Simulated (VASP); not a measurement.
Runs of VASP 6.6.1 on Co. The structure is that of space group P6_3/mmc (No. 194), or close to it. The cells are those of the table. 

```csv
spin,cell,k mesh,smearing,gap on the mesh (eV),pressure (GPa),moment (μB)
"collinear, ferromagnetic start","a = 2.427, b = 2.427, c = 3.923 Å, angles 90.0, 90.0, 120.0°, 2 atoms",15 × 15 × 8,methfessel-paxton 0.3 eV,none,(b),3.03
"collinear, ferromagnetic start","a = 2.427, b = 2.427, c = 3.923 Å, angles 90.0, 90.0, 120.0°, 2 atoms",15 × 15 × 8,methfessel-paxton 0.2 eV,none,-0.9,3.02
"collinear, ferromagnetic start","a = 2.326, b = 2.326, c = 3.759 Å, angles 90.0, 90.0, 120.0°, 2 atoms",24 × 24 × 13,fermi-dirac 0.05 eV,none,(a),2.09
"collinear, ferromagnetic start","a = 2.395, b = 2.395, c = 3.870 Å, angles 90.0, 90.0, 120.0°, 2 atoms",24 × 24 × 13,fermi-dirac 0.05 eV,none,10.9,2.87
"collinear, ferromagnetic start","a = 2.427, b = 2.427, c = 3.923 Å, angles 90.0, 90.0, 120.0°, 2 atoms",15 × 15 × 8,methfessel-paxton 1 eV,none,-8.0,1.78
"non-collinear, typed start, SOC","a = 2.427, b = 2.427, c = 3.923 Å, angles 90.0, 90.0, 120.0°, 2 atoms",15 × 15 × 8,fermi-dirac 0.05 eV,-,-1.1,2.97
"collinear, ferromagnetic start","a = 2.427, b = 2.427, c = 3.923 Å, angles 90.0, 90.0, 120.0°, 2 atoms",15 × 15 × 8,methfessel-paxton 0.03 eV,none,-0.9,3.02
"collinear, ferromagnetic start","a = 2.361, b = 2.361, c = 3.816 Å, angles 90.0, 90.0, 120.0°, 2 atoms",24 × 24 × 13,fermi-dirac 0.05 eV,none,24.2,(c)
"collinear, ferromagnetic start","a = 2.427, b = 2.427, c = 3.923 Å, angles 90.0, 90.0, 120.0°, 2 atoms",15 × 15 × 8,methfessel-paxton 0.6 eV,none,-3.2,2.77
"collinear, ferromagnetic start","a = 2.427, b = 2.427, c = 3.923 Å, angles 90.0, 90.0, 120.0°, 2 atoms",15 × 15 × 8,methfessel-paxton 0.1 eV,none,-1.0,3.00
```

Alike in all rows: task single point; level LDA; potentials or basis VASP PAW LDA potentials, release 64 (Co); cutoff (eV) 520.

Question: Estimate the missing entries.

Answer: (a) 39.5; (b) -0.8; (c) 2.62.

Caveats: so wide a smearing shifts energies and pressures (at least some runs); the cell stands under pressure (at least some runs); the cell stands under tension (at least some runs).

A gap of «none» marks levels without a gap at the run's occupations.
